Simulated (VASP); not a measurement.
**TiO2: electric field gradients with PBE**

The system is TiO2.

```
CELL_PARAMETERS angstrom
0.00000 5.49700 4.93900
4.51500 0.00000 4.93900
4.51500 5.49700 0.00000
ATOMIC_POSITIONS crystal
Ti 0.21226 0.03774 0.96226
Ti 0.71226 0.53774 0.46226
Ti 0.28774 0.46226 0.03774
Ti 0.78774 0.96226 0.53774
Ti 0.78774 0.96226 0.03774
Ti 0.28774 0.46226 0.53774
Ti 0.21226 0.03774 0.46226
Ti 0.71226 0.53774 0.96226
O 0.26560 0.15409 0.11631
O 0.76560 0.65409 0.61631
O 0.40409 0.51560 0.71400
O 0.90409 0.01560 0.21400
O 0.96400 0.61631 0.15409
O 0.46400 0.11631 0.65409
O 0.86631 0.21400 0.51560
O 0.36631 0.71400 0.01560
O 0.23440 0.34591 0.38369
O 0.73440 0.84591 0.88369
O 0.09591 0.98440 0.78600
O 0.59591 0.48440 0.28600
O 0.53600 0.88369 0.34591
O 0.03600 0.38369 0.84591
O 0.63369 0.28600 0.98440
O 0.13369 0.78600 0.48440
```

```
Program                : VASP 6.6.1
Task                   : electric field gradients
Functional             : PBE
Potentials or basis    : VASP PAW PBE potentials, release 64 (Ti_sv, O)
Cutoff                 : 520 eV
k mesh                 : 4 × 4 × 4
Occupations            : gaussian, width 0.01 eV
Spin                   : no spin polarisation
Dipole correction      : no
Further INCAR settings : LREAL = Auto; ALGO = Normal; EDIFF = 1e-08; NBANDS = 114
```

```json
{"Pressure": "5.9 GPa", "Largest force": "0.032 eV/Å", "Band gap on the k mesh": "2.61 eV"}
```

Forces on the atoms (eV/Å):
```
Ti   0.000 -0.032  0.000
Ti   0.000 -0.032  0.000
Ti   0.000  0.032  0.000
Ti   0.000  0.032  0.000
Ti   0.000  0.032  0.000
Ti   0.000  0.032  0.000
Ti   0.000 -0.032  0.000
Ti   0.000 -0.032  0.000
O    0.009  0.027  0.001
O    0.009  0.027  0.001
O   -0.009 -0.027  0.001
O   -0.009 -0.027  0.001
O    0.009 -0.027 -0.001
O    0.009 -0.027 -0.001
O   -0.009  0.027 -0.001
O   -0.009  0.027 -0.001
O   -0.009 -0.027 -0.001
O   -0.009 -0.027 -0.001
O    0.009  0.027 -0.001
O    0.009  0.027 -0.001
O   -0.009  0.027  0.001
O   -0.009  0.027  0.001
O    0.009 -0.027  0.001
O    0.009 -0.027  0.001
```

Stress tensor (GPa, compression positive):
```
6.98 0.00 0.00
0.00 6.65 0.00
0.00 0.00 4.05
```

Levels at points of the mesh, in eV from the valence-band top:
```
           k point  band 94  band 95  band 96  band 97  band 98  band 99
(0.00, 0.00, 0.00)    -0.47    -0.07     0.00     2.64     2.69     2.81
(0.50, 0.00, 0.00)    -0.42    -0.36    -0.36     2.79     2.79     2.82
(0.50, 0.50, 0.00)    -0.39    -0.34    -0.34     2.61     2.61     2.97
(0.50, 0.00, 0.50)    -0.50    -0.16    -0.16     2.74     2.74     2.97
(0.00, 0.50, 0.50)    -0.48    -0.29    -0.29     2.90     2.90     2.90
```

Electric field gradients, principal values (V/Å²):
| atom | least | middle | greatest (by size) |
| --- | --- | --- | --- |
| 1 Ti | -3.785 | -21.442 | 25.227 |
| 2 Ti | -3.785 | -21.442 | 25.227 |
| 3 Ti | -3.787 | -21.440 | 25.227 |
| 4 Ti | -3.787 | -21.440 | 25.227 |
| 5 Ti | -3.785 | -21.442 | 25.227 |
| 6 Ti | -3.785 | -21.442 | 25.227 |
| 7 Ti | -3.787 | -21.440 | 25.227 |
| 8 Ti | -3.787 | -21.440 | 25.227 |
| 9 O | 6.743 | 19.152 | -25.895 |
| 10 O | 6.743 | 19.152 | -25.895 |
| 11 O | 6.743 | 19.151 | -25.894 |
| 12 O | 6.743 | 19.151 | -25.894 |
| 13 O | 6.742 | 19.151 | -25.893 |
| 14 O | 6.742 | 19.151 | -25.893 |
| 15 O | 6.744 | 19.151 | -25.895 |
| 16 O | 6.744 | 19.151 | -25.895 |
| 17 O | 6.743 | 19.152 | -25.895 |
| 18 O | 6.743 | 19.152 | -25.895 |
| 19 O | 6.743 | 19.151 | -25.894 |
| 20 O | 6.743 | 19.151 | -25.894 |
| 21 O | 6.742 | 19.151 | -25.893 |
| 22 O | 6.742 | 19.151 | -25.893 |
| 23 O | 6.744 | 19.151 | -25.895 |
| 24 O | 6.744 | 19.151 | -25.895 |

Run time: 15 min on 1 thread of AMD EPYC 9R45 96-Core Processor (Zen 5) (shared host), peak memory 0.53 GiB.

Caveat: without QUAD_EFG the Cq values of the log hold for a quadrupole moment of 1 mb, not for the nuclei. PBE gaps usually lie below the measured ones, often by a third to a half.
